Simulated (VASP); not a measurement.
The system is C.

```xyz
4
Lattice="2.4991 0.0000 0.0000 -1.2496 2.1643 0.0000 0.0000 0.0000 4.1190" Properties=species:S:1:pos:R:3 pbc="T T T"
C     0.0000    1.4429   -0.0011
C     1.2496    0.7214    2.0584
C     0.0000    1.4429    1.5416
C     1.2496    0.7214    3.6011
```

This cell differs from its parent crystal: strained cell.

Base run:

- Program: VASP 6.6.1
- Functional: PBEsol
- Potentials or basis: VASP PAW PBE potentials, release 64 (C_h)
- Cutoff: 910 eV
- k mesh: 9 × 9 × 6
- Occupations: gaussian, width 0.02 eV
- Spin: no spin polarisation

Its results: band gap on the k mesh 3.03 eV, indirect (least direct gap 4.81 eV); pressure 4.7 GPa.

Question: The run is repeated on the same cell with these changes: potentials or basis from VASP PAW PBE potentials, release 64 (C_h) to VASP PAW PBE potentials, release 64 (C); cutoff from 910 eV to 520 eV. What comes out?

Answer: Band gap on the k mesh 3.03 eV, indirect (least direct gap 4.81 eV); pressure 5.8 GPa.

Caveats: the PAW data sets were made with another functional, which shifts forces and pressure a little; the cutoff is under 1.25 times the usual one of these potentials, so pressure, stress and relaxed cells hold a basis-set (Pulay) error (some runs).

A k mesh can miss the band edges.
